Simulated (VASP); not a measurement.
Set up this calculation in VASP 6.6.1, as the native input.

```yaml
Task: single point
Functional: PBE
Potentials_or_basis: VASP PAW PBE potentials, release 64 (Pb_d, S)
Cutoff: 520 eV
k_mesh: 6 × 6 × 6
Occupations: gaussian, width 0.1 eV
Spin: no spin polarisation
Dipole_correction: no
Further_INCAR_settings: ALGO = Normal; EDIFF = 1e-06; NBANDS = 17
```

The structure of PbS lies in POSCAR:

```
PbS
1.0
   -1.7809642500      1.7809642500      3.0681315500
    1.7809642500     -1.7809642500      3.0681315500
    1.7809642500      1.7809642500     -3.0681315500
Pb S
1 1
Direct
    0.2919075800      0.2919075800      0.0000000000
    0.7080924200      0.7080924200      0.0000000000
```

The input as run:

INCAR

```
  ALGO = Normal
  EDIFF = 1E-6
  ENCUT = 520
  GGA = PE
  ISIF = 2
  ISMEAR = 0
  LASPH = T
  LCHARG = F
  LREAL = F
  LWAVE = F
  NBANDS = 17
  NELM = 60
  PREC = Accurate
  SIGMA = 0.1
```

KPOINTS

```
k-points
0
Gamma
  6 6 6
```

Potentials or basis: VASP PAW PBE potentials, release 64 (Pb_d, S).

Run with:

```sh
$ cat potpaw_PBE.64/Pb_d/POTCAR potpaw_PBE.64/S/POTCAR > POTCAR
$ mpirun -np 1 vasp_std > vasp.out
```

Results of the run:

```yaml
Pressure: 45.1 GPa
Largest_force: 0.161 eV/Å
Band_gap_on_the_k_mesh: 0.58 eV, indirect (least direct gap 1.18 eV)
```

Caveat: spin-orbit coupling is left out, which moves the levels of the heavy elements.

Wall time 13 s on 1 thread of AMD EPYC 9R45 96-Core Processor (Zen 5), on a shared host, peak memory 0.14 GiB.
